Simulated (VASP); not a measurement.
# BAs (F-43m) in VASP: a series of runs, part 3 of 3

VASP 6.6.1.

## Step 6: Electric field gradients, LDA (13.76 Å³/atom)

This run uses another cell than the first one, of 13.76 Å³/atom.

Contents of INCAR:

```
ALGO = Normal
EDIFF = 1E-8
ENCUT = 520
GGA = CA
ISIF = 2
ISMEAR = -1
LASPH = True
LCHARG = False
LEFG = True
LREAL = False
LWAVE = False
NBANDS = 11
NELM = 80
PREC = Accurate
SIGMA = 0.05
```

Contents of KPOINTS:

```
k-points
0
Gamma
  13 13 13
```

Contents of POSCAR:

```
BAs
1.0
    0.0000000000      2.3964352742      2.3964352742
    2.3964352742      0.0000000000      2.3964352742
    2.3964352742      2.3964352742      0.0000000000
B As
1 1
Direct
    0.0000000000      0.0000000000      0.0000000000
    0.7500000000      0.7500000000      0.7500000000
```

Potentials or basis: VASP PAW LDA potentials, release 64 (B, As).

Started as:

```
$ cat potpaw_LDA.64/B/POTCAR potpaw_LDA.64/As/POTCAR > POTCAR
$ mpirun -np 1 vasp_std > vasp.out
```

OUTCAR:

```text
EDIFF = 1E-8
   ENCUT = 520
   GGA = CA
   ISIF = 2
   ISMEAR = -1
   LASPH = True
   LREAL = False
   NELM = 80
   PREC = Accurate

 ion  position               nearest neighbor table
   1  0.000  0.000  0.000-   2 2.08   2 2.08   2 2.08   2 2.08
   2  0.750  0.750  0.750-   1 2.08   1 2.08   1 2.08   1 2.08

  LATTYP: Found a face centered cubic cell.
 ALAT       =     4.7928705484

  Lattice vectors:

 A1 = (   0.0000000000,   2.3964352742,   2.3964352742)
 A2 = (   2.3964352742,   0.0000000000,   2.3964352742)
 A3 = (   2.3964352742,   2.3964352742,   0.0000000000)

Analysis of symmetry for initial positions (statically):
=====================================================================
 Subroutine PRICEL returns:
 Original cell was already a primitive cell.

 Routine SETGRP: Setting up the symmetry group for a
 face centered cubic supercell.

 Subroutine GETGRP returns: Found 24 space group operations
 (whereof 24 operations were pure point group operations)
 out of a pool of 48 trial point group operations.

The static configuration has the point symmetry T_d .

Analysis of symmetry for dynamics (positions and initial velocities):
=====================================================================
 Subroutine PRICEL returns:
 Original cell was already a primitive cell.

 Routine SETGRP: Setting up the symmetry group for a
 face centered cubic supercell.

 Subroutine GETGRP returns: Found 24 space group operations
 (whereof 24 operations were pure point group operations)
 out of a pool of 48 trial point group operations.

The dynamic configuration has the point symmetry T_d .

 Subroutine INISYM returns: Found 24 space group operations
 (whereof 24 operations are pure point group operations),
 and found     1 'primitive' translations

----------------------------------------------------------------------------------------

                                     Primitive cell

  volume of cell :      27.5250

  direct lattice vectors                    reciprocal lattice vectors
     0.000000000  2.396435274  2.396435274    -0.208643232  0.208643232  0.208643232
     2.396435274  0.000000000  2.396435274     0.208643232 -0.208643232  0.208643232
     2.396435274  2.396435274  0.000000000     0.208643232  0.208643232 -0.208643232

  length of vectors
     3.389071266  3.389071266  3.389071266     0.361380678  0.361380678  0.361380678

  position of ions in fractional coordinates (direct lattice)
     0.000000000  0.000000000  0.000000000
     0.750000000  0.750000000  0.750000000

  ion indices of the primitive-cell ions
   primitive index   ion index
                 1           1
                 2           2

----------------------------------------------------------------------------------------

 KPOINTS: k-points

Automatic generation of k-mesh.
 Grid dimensions read from file:
 generate k-points for:   13   13   13

[... 72 lines left out ...]
   TEBEG  =    0.0;   TEEND  =   0.0 temperature during run
   PSTRESS=    0.0 pullay stress
   NELECT =       8.0000    total number of electrons
   NUPDOWN=      -1.0000    fix difference up-down
   EMIN   =  10.00;   EMAX   =-10.00  energy-range for DOS
   EFERMI =   0.00;   METHOD = LEGACY
   ISMEAR =    -1;   SIGMA  =   0.05  broadening in eV -4-tet -1-fermi 0-gaus
   EFERMI_NEDOS =   21; number of points for ismear=-14 and -15
   IALGO  =     38    algorithm
   IMIX   =      4    mixing-type and parameters
     AMIX     =   0.40;   BMIX     =  1.00
     AMIX_MAG =   1.60;   BMIX_MAG =  1.00
  volume/ion in A,a.u.               =      13.76        92.87
  Fermi-wavevector in a.u.,A,eV,Ry     =   1.084416  2.049249 15.999872  1.175957
  Thomas-Fermi vector in A             =   2.220505
   LORBIT       =      0    0 simple, 1 ext, 2 COOP (PROOUT), +10 PAW based schemes
   GGA     = CA    functional components
   LHFCALC =     F    Hartree Fock is set to
   AEXX    =    0.0000 exact exchange contribution
   IVDW    =     0    specifies the selected vdW correction
   LEPSILON=     F    determine dielectric tensor
   LRPA    =     F    only Hartree local field effects (RPA)
 non-spin polarized calculation
  energy-cutoff  :      520.00
  volume of cell :       27.52
 maximum number of plane-waves:       751
 NGX is ok and might be reduce to    28
   NGX = 13   NGY = 13   NGZ = 13

 number of electron       8.0000000 magnetization

 Free energy of the ion-electron system (eV)
  ---------------------------------------------------
  ext. energy  EPLUGINS =         0.00000000
  ---------------------------------------------------
  free energy    TOTEN  =       -12.91494884 eV

  energy without entropy =      -12.91494877  energy(sigma->0) =      -12.91494881

 E-fermi :   6.5963     XC(G=0): -10.7427

 val. band max:        6.0448853726   @ k =   0.0000   0.0000   0.0000
 cond. band min:       7.1812777156   @ k =   0.3846   0.3846   0.0000
 fundamental gap:      1.1363923431
 Fermi energy:         6.5963139481

 k-point     1 :       0.0000    0.0000    0.0000
  band No.  band energies     occupation
      1      -9.2419      2.00000
      2       6.0449      1.99997
      3       6.0449      1.99997
      4       6.0449      1.99997
      5       9.2815      0.00000
      6       9.2815      0.00000
      7       9.2815      0.00000
      8      10.6109      0.00000
      9      15.3520      0.00000
     10      19.0365      0.00000
     11      19.0365      0.00000
[... 309 lines left out ...]
 k-point    24 :       0.4615    0.1538    0.0000
  band No.  band energies     occupation
      1      -6.5495      2.00000
      2      -1.7110      2.00000
      3       2.7973      2.00000
      4       3.5239      2.00000
      5       9.0602      0.00000
      6      11.3105      0.00000
      7      12.2722      0.00000
      8      13.8433      0.00000
      9      17.5716      0.00000
     10      19.8953      0.00000
     11      20.9222      0.00000

 [... further k-points ...]
[... 5 lines left out ...]
  --------------------------------------------------------------------------------------
  -------------------------------------------------------------------------------------
  Total       -0.7555772     -0.7555772     -0.7555772      0.0000000      0.0000000      0.0000000
  in kB      -43.9807214    -43.9807214    -43.9807214      0.0000000      0.0000000      0.0000000
  external PRESSURE =     -43.9807214 kB  Pullay stress =       0.0000000 kB

 VOLUME and BASIS-vectors are now :
 -----------------------------------------------------------------------------
  energy-cutoff  :      520.00
  volume of cell :       27.52
      direct lattice vectors                 reciprocal lattice vectors
     0.000000000  2.396435274  2.396435274    -0.208643232  0.208643232  0.208643232
     2.396435274  0.000000000  2.396435274     0.208643232 -0.208643232  0.208643232
     2.396435274  2.396435274  0.000000000     0.208643232  0.208643232 -0.208643232

 POSITION                                       TOTAL-FORCE (eV/Angst)
 -----------------------------------------------------------------------------------
      0.00000      0.00000      0.00000         0.000000      0.000000      0.000000
      3.59465      3.59465      3.59465        -0.000000     -0.000000     -0.000000
 -----------------------------------------------------------------------------------
    total drift:                                0.000000      0.000000      0.000000

  FREE ENERGIE OF THE ION-ELECTRON SYSTEM (eV)
  ---------------------------------------------------
  free  energy   TOTEN  =       -12.9149488422 eV

  energy  without entropy=      -12.9149487700  energy(sigma->0) =      -12.91494881

 Electric field gradients (V/A^2)
---------------------------------------------------------------------
 ion       V_xx      V_yy      V_zz      V_xy      V_xz      V_yz
---------------------------------------------------------------------
   1       0.000     0.000     0.000     0.000     0.000     0.000
   2       0.000    -0.000    -0.000     0.000     0.000     0.000
---------------------------------------------------------------------

 Electric field gradients after diagonalization (V/A^2)
 (convention: |V_zz| > |V_xx| > |V_yy|)
----------------------------------------------------------------------
 ion       V_xx      V_yy      V_zz     asymmetry (V_yy - V_xx)/ V_zz
----------------------------------------------------------------------
   1      -0.000    -0.000     0.000       0.000
   2      -0.000    -0.000     0.000       0.000
----------------------------------------------------------------------

           NMR quadrupolar parameters

 Cq : quadrupolar parameter    Cq=e*Q*V_zz/h
 eta: asymmetry parameters     (V_yy - V_xx)/ V_zz
 Q  : nuclear electric quadrupole moment in mb (millibarn)
----------------------------------------------------------------------
 ion       Cq(MHz)       eta       Q (mb)
----------------------------------------------------------------------
   1       0.000       0.000       1.000
   2       0.000       0.000       1.000
----------------------------------------------------------------------
```

stdout:

```text
POSCAR found type information on POSCAR B As
 POSCAR found :  2 types and       2 ions
 scaLAPACK will be used
 LDA part: xc-table for (Slater(with rela. corr.)+CA(PZ))
 , standard interpolation
 POSCAR, INCAR and KPOINTS ok, starting setup
 FFT: planning ... GRIDC
 FFT: planning ... GRID_SOFT
 FFT: planning ... GRID
 WAVECAR not read
 entering main loop
ion   1

ion   2
```

It took 23 s on 1 thread of Intel Xeon 6975P-C (Granite Rapids), shared host; peak memory 0.16 GiB.

Results:

- Free energy: -12.9149 eV
- Pressure: -4.4 GPa
- Band gap on the k mesh: 1.14 eV (least direct gap 3.24 eV)
- Largest electric field gradient by atom: zero within the noise of the run

Levels at points of the mesh, in eV from the valence-band top:
```
           k point  band 1  band 2  band 3  band 4  band 5  band 6  band 7  band 8
(0.00, 0.00, 0.00)  -15.29    0.00    0.00    0.00    3.24    3.24    3.24    4.57
```

Caveat: the cell stands under tension; an odd mesh through Γ misses points on the zone boundary, where band edges can lie.

## Step 7: Overview

```csv
cell,gap on the mesh (eV),pressure (GPa)
"a = 3.355 Å, angles 60.0°, 2 atoms",1.11,-0.2
"a = 3.367 Å, angles 60.0°, 2 atoms",1.12,-1.7
"a = 3.389 Å, angles 60.0°, 2 atoms",1.14,-4.4
```

Alike in all rows: task electric field gradients; level LDA; potentials or basis VASP PAW LDA potentials, release 64 (B, As); no spin polarisation; k mesh 13 × 13 × 13; cutoff (eV) 520; smearing fermi-dirac 0.05 eV.

Caveats: an odd mesh through Γ misses points on the zone boundary, where band edges can lie; the cell stands under tension (at least some runs).

Absolute energies hang on the potentials; compare differences alone.
